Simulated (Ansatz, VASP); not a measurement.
**One calculation of CsSnI3, two programs**

```xyz
5
Lattice="6.2057 0.0000 0.0000 0.0000 6.2057 0.0000 0.0000 0.0000 6.2057" Properties=species:S:1:pos:R:3 pbc="T T T"
Cs    0.0000    0.0000    0.0000
Sn    3.1029    3.1029    3.1029
I     0.0000    3.1029    3.1029
I     3.1029    0.0000    3.1029
I     3.1029    3.1029    0.0000
```

Alike in both runs: task relaxation of cell and atoms; functional PBE; k mesh 6 × 6 × 6; occupations gaussian, width 0.02 eV; no spin polarisation.

|  | VASP | Ansatz |
| --- | --- | --- |
| version | VASP 6.6.1 | Ansatz 0.2.0 |
| potentials or method | VASP PAW PBE potentials, release 64 (Cs_sv, Sn_d, I), cutoff 600 eV | scalar-relativistic, plane waves, PAW |
| valence electrons in the cell | 44 | 74 |

|  | VASP | Ansatz | Ansatz less VASP |
| --- | --- | --- | --- |
| gap on the k mesh at the Fermi level, each at its own relaxed structure (eV) | 0.48 | 0.48 | -0.002 |
| relaxed volume (Å³/atom) | 49.70 | 49.61 | -0.085 |
| relaxed cell length with the largest relative difference (Å) | 6.287 | 6.283 | -0.0036 |

VASP's potentials hold 44 valence electrons a cell and Ansatz's 74, so a difference there can come from the potentials and not from the codes.

Neither program's run includes spin-orbit coupling.
